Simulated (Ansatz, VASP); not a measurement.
## Two plane-wave programs on As

```
CELL_PARAMETERS angstrom
0.00000 2.09161 2.09161
2.09161 0.00000 2.09161
2.09161 2.09161 0.00000
ATOMIC_POSITIONS crystal
As 0.00000 0.00000 0.00000
```

Alike in both runs: task relaxation of cell and atoms; functional BLYP; k mesh 13 × 13 × 13; occupations fermi-dirac, width 0.1 eV; no spin polarisation.

|  | VASP | Ansatz |
| --- | --- | --- |
| version | VASP 6.6.1 | Ansatz 0.2.0 |
| potentials or method | VASP PAW PBE potentials, release 64 (As), cutoff 500 eV | plane waves (420 eV) with PAW, scalar-relativistic |
| valence electrons in the cell | 5 | 15 |

Ansatz gave:

* relaxed volume (Å³/atom): 21.44
* relaxed cell length with the largest relative difference (Å): 3.118

**Question.** What did VASP give for the same quantities?

**Answer.** Relaxed volume (Å³/atom): 21.51; relaxed cell length with the largest relative difference (Å): 3.122.

VASP's potentials were made for PBE, not for BLYP. VASP's potentials hold 5 valence electrons a cell and Ansatz's 15, so a difference there can come from the potentials and not from the codes.

Noted on VASP's run: the volume moved by over 15 % at a fixed basis, so the end points are rough.
